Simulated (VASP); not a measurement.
# Mn (Fd-3m) in VASP: a series of runs

Mn is run at these levels: LDA; tasks: single point.

Everything below comes from runs of VASP 6.6.1. Logs are shortened: lines on timing, memory, paths and dates and some standing lists are left out, and cuts for length are marked.

## 1. The cell of the first run

Symmetry: Fd-3m, No. 227, cubic system. Conventional cell: a = 3.558 Å, b = 3.558 Å, c = 3.558 Å, α = 90.00°, β = 90.00°, γ = 90.00°. Mn (site symmetry -43m) has 4 Mn at 1.54 Å within 2.1 Å.

This isn't the form of Mn at room conditions, which is a 58-atom cubic cell.

## 2. Single point, LDA, collinear spin, ferromagnetic start (5.63 Å³/atom)

File INCAR:

```
PREC = Accurate ; ENCUT = 520
EDIFF = 1E-7 ; ISMEAR = -1
SIGMA = 0.08 ; LREAL = F
LASPH = T ; NELM = 150
ALGO = Normal ; ISIF = 2
LWAVE = F ; LCHARG = F
ISPIN = 2 ; MAGMOM = 3 3
LORBIT = 11 ; LMAXMIX = 4
GGA = CA ; NBANDS = 24
```

File KPOINTS:

```
regular mesh
0
Gamma
  14 14 14
```

File POSCAR:

```
Mn
1.0
    0.0000000000      1.7791329893      1.7791329893
    1.7791329893      0.0000000000      1.7791329893
    1.7791329893      1.7791329893      0.0000000000
Mn
2
Direct
   -0.1250000000     -0.1250000000     -0.1250000000
    0.1250000000      0.1250000000      0.1250000000
```

Potentials or basis: VASP PAW LDA potentials, release 64 (Mn_pv).

The run is started by

```bash
cat potpaw_LDA.64/Mn_pv/POTCAR > POTCAR
mpirun -np 1 vasp_std > vasp.out
```

OUTCAR:

```text
PREC = Accurate
   ENCUT = 520
   EDIFF = 1E-7
   ISMEAR = -1
   LREAL = F
   LASPH = T
   NELM = 150
   ISIF = 2
   ISPIN = 2
   LORBIT = 11
   GGA = CA

 ion  position               nearest neighbor table
   1  0.875  0.875  0.875-   2 1.54   2 1.54   2 1.54   2 1.54   2 2.95   2 2.95   2 2.95   2 2.95
                             2 2.95   2 2.95   2 2.95   2 2.95   2 2.95   2 2.95   2 2.95   2 2.95
   2  0.125  0.125  0.125-   1 1.54   1 1.54   1 1.54   1 1.54   1 2.95   1 2.95   1 2.95   1 2.95
                             1 2.95   1 2.95   1 2.95   1 2.95   1 2.95   1 2.95   1 2.95   1 2.95

 -----------------------------------------------------------------------------
|                                                                             |
|           W    W    AA    RRRRR   N    N  II  N    N   GGGG   !!!           |
|           W    W   A  A   R    R  NN   N  II  NN   N  G    G  !!!           |
|           W    W  A    A  R    R  N N  N  II  N N  N  G       !!!           |
|           W WW W  AAAAAA  RRRRR   N  N N  II  N  N N  G  GGG   !            |
|           WW  WW  A    A  R   R   N   NN  II  N   NN  G    G                |
|           W    W  A    A  R    R  N    N  II  N    N   GGGG   !!!           |
|                                                                             |
|     The distance between some ions is very small. Please check the          |
|     nearest-neighbor list in the OUTCAR file.                               |
|     I HOPE YOU KNOW WHAT YOU ARE DOING!                                     |
|                                                                             |
 -----------------------------------------------------------------------------

  LATTYP: Found a face centered cubic cell.
 ALAT       =     3.5582659786

  Lattice vectors:

 A1 = (   0.0000000000,   1.7791329893,   1.7791329893)
 A2 = (   1.7791329893,   0.0000000000,   1.7791329893)
 A3 = (   1.7791329893,   1.7791329893,   0.0000000000)

Analysis of symmetry for initial positions (statically):
=====================================================================
 Subroutine PRICEL returns:
 Original cell was already a primitive cell.

 Routine SETGRP: Setting up the symmetry group for a
 face centered cubic supercell.

 Subroutine GETGRP returns: Found 48 space group operations
 (whereof 12 operations were pure point group operations)
 out of a pool of 48 trial point group operations.

The static configuration has the point symmetry D_3d.
 The point group associated with its full space group is O_h .

Analysis of symmetry for dynamics (positions and initial velocities):
=====================================================================
 Subroutine PRICEL returns:
 Original cell was already a primitive cell.

 Routine SETGRP: Setting up the symmetry group for a
 face centered cubic supercell.

 Subroutine GETGRP returns: Found 48 space group operations
 (whereof 12 operations were pure point group operations)
 out of a pool of 48 trial point group operations.

The dynamic configuration has the point symmetry D_3d.
 The point group associated with its full space group is O_h .

Analysis of structural, dynamic, and magnetic symmetry:
=====================================================================
 Subroutine PRICEL returns:
 Original cell was already a primitive cell.

 Routine SETGRP: Setting up the symmetry group for a
 face centered cubic supercell.

 Subroutine GETGRP returns: Found 48 space group operations
 (whereof 12 operations were pure point group operations)
 out of a pool of 48 trial point group operations.

The overall configuration has the point symmetry D_3d.
 The point group associated with its full space group is O_h .

 Subroutine INISYM returns: Found 48 space group operations
 (whereof 12 operations are pure point group operations),
 and found     1 'primitive' translations

----------------------------------------------------------------------------------------

                                     Primitive cell

  volume of cell :      11.2630

  direct lattice vectors                    reciprocal lattice vectors
     0.000000000  1.779132989  1.779132989    -0.281035765  0.281035765  0.281035765
     1.779132989  0.000000000  1.779132989     0.281035765 -0.281035765  0.281035765
     1.779132989  1.779132989  0.000000000     0.281035765  0.281035765 -0.281035765

[... 39 lines left out ...]
            Coordinates               Weight
  0.000000  0.000000  0.000000      1.000000
  0.071429  0.000000  0.000000      8.000000
  0.142857  0.000000  0.000000      8.000000
  0.214286  0.000000  0.000000      8.000000
  0.285714  0.000000  0.000000      8.000000
  0.357143  0.000000  0.000000      8.000000
[... 16 lines left out ...]
  0.214286  0.142857  0.000000     24.000000
  0.285714  0.142857  0.000000     24.000000
 [... further k-points ...]
   k-points           NKPTS =    104   k-points in BZ     NKDIM =    104   number of bands    NBANDS=     24
   number of dos      NEDOS =    301   number of ions     NIONS =      2
   total plane-waves  NPLWV =   8000
   dimension x,y,z NGX =    20 NGY =   20 NGZ =   20
   dimension x,y,z NGXF=    40 NGYF=   40 NGZF=   40
   ions per type =               2
   NGX,Y,Z   is equivalent  to a cutoff of  13.21, 13.21, 13.21 a.u.
   NGXF,Y,Z  is equivalent  to a cutoff of  26.43, 26.43, 26.43 a.u.
 SYSTEM =  unknown system
   PREC   = accura    normal or accurate (medium, high low for compatibility)
   ISTART =      0    job   : 0-new  1-cont  2-samecut
   ICHARG =      2    charge: 1-file 2-atom 10-const
   ISPIN  =      2    spin polarized calculation?
   LNONCOLLINEAR =      F non collinear calculations
   LSORBIT =      F    spin-orbit coupling
   LASPH  =      T    aspherical Exc in radial PAW
   ENCUT  =  520.0 eV  38.22 Ry    6.18 a.u.   4.68  4.68  4.68*2*pi/ulx,y,z
   NELM   =    150;   NELMIN=  2; NELMDL= -5     # of ELM steps
   EDIFF  = 0.1E-06   stopping-criterion for ELM
   LREAL  =      F    real-space projection
   EDIFFG = 0.1E-05   stopping-criterion for IOM
   NSW    =      0    number of steps for IOM
   IBRION =     -1    ionic relax: 0-MD 1-quasi-New 2-CG
   NFREE  =      0    steps in history (QN), initial steepest desc. (CG)
   ISIF   =      2    stress and relaxation
   ISYM   =      2    0-nonsym 1-usesym 2-fastsym
   POTIM  = 0.5000    time-step for ionic-motion
   TEBEG  =    0.0;   TEEND  =   0.0 temperature during run
   PSTRESS=    0.0 pullay stress
   NELECT =      26.0000    total number of electrons
   NUPDOWN=      -1.0000    fix difference up-down
   EMIN   =  10.00;   EMAX   =-10.00  energy-range for DOS
   EFERMI =   0.00;   METHOD = LEGACY
   ISMEAR =    -1;   SIGMA  =   0.08  broadening in eV -4-tet -1-fermi 0-gaus
   EFERMI_NEDOS =   21; number of points for ismear=-14 and -15
   IALGO  =     38    algorithm
   IMIX   =      4    mixing-type and parameters
     AMIX     =   0.40;   BMIX     =  1.00
     AMIX_MAG =   1.60;   BMIX_MAG =  1.00
  volume/ion in A,a.u.               =       5.63        38.00
  Fermi-wavevector in a.u.,A,eV,Ry     =   2.163619  4.088648 63.692259  4.681249
  Thomas-Fermi vector in A             =   3.136493
   LORBIT       =     11    0 simple, 1 ext, 2 COOP (PROOUT), +10 PAW based schemes
   GGA     = CA    functional components
   LHFCALC =     F    Hartree Fock is set to
   AEXX    =    0.0000 exact exchange contribution
   IVDW    =     0    specifies the selected vdW correction
   LEPSILON=     F    determine dielectric tensor
   LRPA    =     F    only Hartree local field effects (RPA)
 spin polarized calculation
  energy-cutoff  :      520.00
  volume of cell :       11.26
 maximum number of plane-waves:       316
   NGX =  9   NGY =  9   NGZ =  9

 number of electron      25.9999979 magnetization       0.0000144

 number of electron      25.9999979 magnetization      -0.0000717

 Free energy of the ion-electron system (eV)
  ---------------------------------------------------
  ext. energy  EPLUGINS =         0.00000000
  ---------------------------------------------------
  free energy    TOTEN  =        10.09861405 eV

  energy without entropy =       10.12988558  energy(sigma->0) =       10.11424982

 E-fermi :  24.0874     XC(G=0): -18.2698

 val. band max:       24.0696556588   @ k =   0.0714   0.0000   0.0000
 cond. band min:      24.0884247010   @ k =  -0.1429   0.0714   0.0000
 fundamental gap:      0.0187690422
 Fermi energy:        24.0874115979

 spin component 1

 k-point     1 :       0.0000    0.0000    0.0000
  band No.  band energies     occupation
      1     -29.3514      1.00000
      2     -29.3514      1.00000
      3     -29.3514      1.00000
      4     -23.3334      1.00000
      5     -23.3334      1.00000
      6     -23.3334      1.00000
[... 637 lines left out ...]
     23      55.0658      0.00000
     24      55.3584      0.00000

 [... further k-points ...]

 spin component 2

 k-point     1 :       0.0000    0.0000    0.0000
  band No.  band energies     occupation
      1     -29.3514      1.00000
      2     -29.3514      1.00000
      3     -29.3514      1.00000
      4     -23.3334      1.00000
      5     -23.3334      1.00000
      6     -23.3334      1.00000
[... 637 lines left out ...]
     23      55.0658      0.00000
     24      55.3583      0.00000

 [... further k-points ...]

------------------------ aborting loop because EDIFF is reached ----------------------------------------

  FORCE on cell =-STRESS in cart. coord.  units (eV):
  Direction    XX          YY          ZZ          XY          YZ          ZX
  --------------------------------------------------------------------------------------
  -------------------------------------------------------------------------------------
  Total       72.9354854     72.9354854     72.9354854     -0.0000000      0.0000000     -0.0000000
  in kB    10375.1462364  10375.1462364  10375.1462364     -0.0000000      0.0000000     -0.0000000
  external PRESSURE =   10375.1462364 kB  Pullay stress =       0.0000000 kB

 VOLUME and BASIS-vectors are now :
 -----------------------------------------------------------------------------
  energy-cutoff  :      520.00
  volume of cell :       11.26
      direct lattice vectors                 reciprocal lattice vectors
     0.000000000  1.779132989  1.779132989    -0.281035765  0.281035765  0.281035765
     1.779132989  0.000000000  1.779132989     0.281035765 -0.281035765  0.281035765
     1.779132989  1.779132989  0.000000000     0.281035765  0.281035765 -0.281035765

 POSITION                                       TOTAL-FORCE (eV/Angst)
 -----------------------------------------------------------------------------------
      3.11348      3.11348      3.11348        -0.000000     -0.000000     -0.000000
      0.44478      0.44478      0.44478         0.000000      0.000000      0.000000
 -----------------------------------------------------------------------------------
    total drift:                                0.000000     -0.000000     -0.000000

  FREE ENERGIE OF THE ION-ELECTRON SYSTEM (eV)
  ---------------------------------------------------
  free  energy   TOTEN  =        10.0986140547 eV

  energy  without entropy=       10.1298855835  energy(sigma->0) =       10.11424982

 total charge

# of ion       s       p       d       tot
------------------------------------------
    1        0.701   7.029   7.324  15.054
    2        0.701   7.029   7.324  15.054
--------------------------------------------------
tot          1.402  14.058  14.647  30.108

 magnetization (x)

# of ion       s       p       d       tot
------------------------------------------
    1        0.000   0.000   0.000   0.000
    2        0.000   0.000   0.000   0.000
--------------------------------------------------
tot          0.000   0.000   0.000   0.000
```

It took 71 s on 1 thread of Intel Xeon Platinum 8259CL at 2.50GHz (Skylake/Cascade Lake), shared host; peak memory 0.15 GiB.

The run converged, but its numbers aren't listed here, since they failed a check.

Caveat: atoms lie so close that the PAW spheres overlap strongly, which falsifies energies and pressures; the cell stands under pressure; the moments typed at the start vanished in this run.

## 3. Single point, LDA, collinear spin, ferromagnetic start (7.04 Å³/atom)

This run uses another cell than the first one, of 7.04 Å³/atom.

File INCAR:

```
SYSTEM = Mn
PREC = Accurate ; ENCUT = 520
EDIFF = 1E-6 ; ISMEAR = -1
SIGMA = 0.08 ; LREAL = .False.
LASPH = .True. ; NELM = 150
ALGO = Normal ; ISIF = 2
LWAVE = .False. ; LCHARG = .False.
ISPIN = 2 ; MAGMOM = 3 3
LORBIT = 11 ; LMAXMIX = 4
GGA = CA ; NBANDS = 24
```

File KPOINTS:

```
regular mesh
0
Gamma
  14 14 14
  0 0 0
```

File POSCAR:

```
Mn
1.0
    0.0000000000      1.9165129151      1.9165129151
    1.9165129151      0.0000000000      1.9165129151
    1.9165129151      1.9165129151      0.0000000000
Mn
2
Direct
   -0.1250000000     -0.1250000000     -0.1250000000
    0.1250000000      0.1250000000      0.1250000000
```

Potentials or basis: VASP PAW LDA potentials, release 64 (Mn_pv).

The run is started by

```bash
cat potpaw_LDA.64/Mn_pv/POTCAR > POTCAR
mpirun -np 1 vasp_std > vasp.out
```

Run time: 76 s. Hardware: 1 thread of Intel Xeon Platinum 8259CL at 2.50GHz (Skylake/Cascade Lake), shared host; peak memory 0.15 GiB.

It converged, with:

```
Free energy            : -3.5347 eV
Pressure               : 559.4 GPa
Band gap on the k mesh : zero (filled and empty bands overlap)
Net moment             : 0.00 μB per cell
```

Levels at points of the mesh, in eV from the Fermi level:
Spin up:
```tsv
k point	band 11	band 12	band 13	band 14	band 15	band 16
(0.00, 0.00, 0.00)	-4.20	-4.20	0.26	0.26	0.26	4.91
(0.50, 0.00, 0.00)	-5.09	-4.19	0.39	2.13	2.13	3.89
(0.50, 0.50, 0.00)	-1.74	-1.74	0.98	0.98	4.19	4.19
```
Spin down:
| k point | band 10 | band 11 | band 12 | band 13 | band 14 | band 15 | band 16 | band 17 |
| --- | --- | --- | --- | --- | --- | --- | --- | --- |
| (0.00, 0.00, 0.00) | -4.20 | -4.20 | -4.20 | 0.26 | 0.26 | 0.26 | 4.91 | 4.91 |
| (0.50, 0.00, 0.00) | -5.09 | -5.09 | -4.19 | 0.39 | 2.13 | 2.13 | 3.89 | 3.89 |
| (0.50, 0.50, 0.00) | -4.94 | -1.74 | -1.74 | 0.98 | 0.98 | 4.19 | 4.19 | 6.82 |

Caveat: atoms lie so close that the PAW spheres overlap strongly, which falsifies energies and pressures; the cell stands under pressure; the moments typed at the start vanished in this run.

## 4. Single point, LDA, collinear spin, ferromagnetic start (8.45 Å³/atom)

This run uses another cell than the first one, of 8.45 Å³/atom.

INCAR is that of step 3.

KPOINTS is that of step 3.

File POSCAR:

```
Mn
1.0
    0.0000000000      2.0365988722      2.0365988722
    2.0365988722      0.0000000000      2.0365988722
    2.0365988722      2.0365988722      0.0000000000
Mn
2
Direct
   -0.1250000000     -0.1250000000     -0.1250000000
    0.1250000000      0.1250000000      0.1250000000
```

The run is started by

```bash
cat potpaw_LDA.64/Mn_pv/POTCAR > POTCAR
mpirun -np 1 vasp_std > vasp.out
```

Run time: 79 s. Hardware: 1 thread of Intel Xeon Platinum 8259CL at 2.50GHz (Skylake/Cascade Lake), shared host; peak memory 0.17 GiB.

It converged, with:

| Quantity | Value |
| --- | --- |
| Free energy | -10.7998 eV |
| Pressure | 293.4 GPa |
| Band gap on the k mesh | zero (filled and empty bands overlap) |
| Net moment | 0.00 μB per cell |

Levels at points of the mesh, in eV from the Fermi level:
Spin up:
```tsv
k point	band 9	band 10	band 11	band 12	band 13	band 14	band 15	band 16	band 17	band 18
(0.00, 0.00, 0.00)	-5.52	-3.43	-3.43	-3.43	0.38	0.38	0.38	4.19	4.19	18.29
(0.50, 0.00, 0.00)	-5.23	-3.98	-3.98	-3.55	0.04	1.83	1.83	3.47	3.47	6.42
(0.50, 0.50, 0.00)	-3.87	-3.87	-1.00	-1.00	0.44	0.44	3.81	3.81	5.94	5.94
```
Spin down:
```csv
k point,band 10,band 11,band 12,band 13,band 14,band 15,band 16,band 17
"(0.00, 0.00, 0.00)",-3.43,-3.43,-3.43,0.38,0.38,0.38,4.19,4.19
"(0.50, 0.00, 0.00)",-3.98,-3.98,-3.55,0.04,1.83,1.83,3.47,3.47
"(0.50, 0.50, 0.00)",-3.87,-1.00,-1.00,0.44,0.44,3.81,3.81,5.94
```

Caveat: atoms lie so close that the PAW spheres overlap strongly, which falsifies energies and pressures; the cell stands under pressure; the moments typed at the start vanished in this run.

## 5. Single point, LDA, collinear spin, ferromagnetic start (8.45 Å³/atom)

This run uses another cell than the first one, of 8.45 Å³/atom.

File INCAR:

```
SYSTEM = Mn
PREC = Accurate ; ENCUT = 520
EDIFF = 1E-7 ; ISMEAR = -1
SIGMA = 0.08 ; LREAL = .False.
LASPH = .True. ; NELM = 150
ALGO = Normal ; ISIF = 2
LWAVE = .False. ; LCHARG = .True.
ISPIN = 2 ; MAGMOM = 3 3
LORBIT = 11 ; LMAXMIX = 4
LELF = .True. ; LVHAR = .True.
NBANDS = 24
```

KPOINTS is that of step 4.

POSCAR is that of step 4.

The run is started by

```bash
cat potpaw_LDA.64/Mn_pv/POTCAR > POTCAR
mpirun -np 1 vasp_std > vasp.out
```

It took 86 s on 1 thread of Intel Xeon Platinum 8259CL at 2.50GHz (Skylake/Cascade Lake), shared host; peak memory 0.17 GiB.

The run converged. Its results:

```
Free energy            : -10.7998 eV
Pressure               : 293.4 GPa
Band gap on the k mesh : zero (filled and empty bands overlap)
Net moment             : 0.00 μB per cell
```

Levels at points of the mesh, in eV from the Fermi level:
Spin up:
```tsv
k point	band 10	band 11	band 12	band 13	band 14	band 15	band 16	band 17
(0.00, 0.00, 0.00)	-3.43	-3.43	-3.43	0.38	0.38	0.38	4.19	4.19
(0.50, 0.00, 0.00)	-3.98	-3.98	-3.55	0.04	1.83	1.83	3.47	3.47
(0.50, 0.50, 0.00)	-3.87	-1.00	-1.00	0.44	0.44	3.81	3.81	5.94
```
Spin down:
| k point | band 10 | band 11 | band 12 | band 13 | band 14 | band 15 | band 16 | band 17 |
| --- | --- | --- | --- | --- | --- | --- | --- | --- |
| (0.00, 0.00, 0.00) | -3.43 | -3.43 | -3.43 | 0.38 | 0.38 | 0.38 | 4.19 | 4.19 |
| (0.50, 0.00, 0.00) | -3.98 | -3.98 | -3.55 | 0.04 | 1.83 | 1.83 | 3.47 | 3.47 |
| (0.50, 0.50, 0.00) | -3.87 | -1.00 | -1.00 | 0.44 | 0.44 | 3.81 | 3.81 | 5.94 |

Caveat: atoms lie so close that the PAW spheres overlap strongly, which falsifies energies and pressures; the cell stands under pressure; the moments typed at the start vanished in this run.

(Continued in part 2 of 2.)
